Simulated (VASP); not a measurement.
Runs of VASP 6.6.1 on PtC (rocksalt type). The structure is that of space group Fm-3m (No. 225), or close to it. The cells are those of the table. 

```tsv
task	cell	cutoff (eV)	gap on the mesh (eV)	pressure (GPa)
single point	a = 3.094 Å, angles 60.0°, 2 atoms	520	none	18.6
single point	a = 3.137 Å, angles 60.0°, 2 atoms	520	none	5.4
single point	a = 3.179 Å, angles 60.0°, 2 atoms	520	none	(a)
electric field gradients	a = 3.137 Å, angles 60.0°, 2 atoms	520	none	5.4
relaxation of cell and atoms	relaxed from a = 3.157 Å, angles 60.0°, 2 atoms	600	none	0.0
```

Alike in all rows: level PBE; potentials or basis VASP PAW PBE potentials, release 64 (Pt, C); no spin polarisation; k mesh 13 × 13 × 13; smearing fermi-dirac 0.03 eV.

Q: Fill in the values left out.

A: (a) -5.0.

Caveats: spin-orbit coupling is left out, which moves the levels of the heavy elements.

A k mesh can miss the band edges, and the runs leave out spin-orbit coupling on Pt.

A gap of «none» marks levels without a gap at the run's occupations.
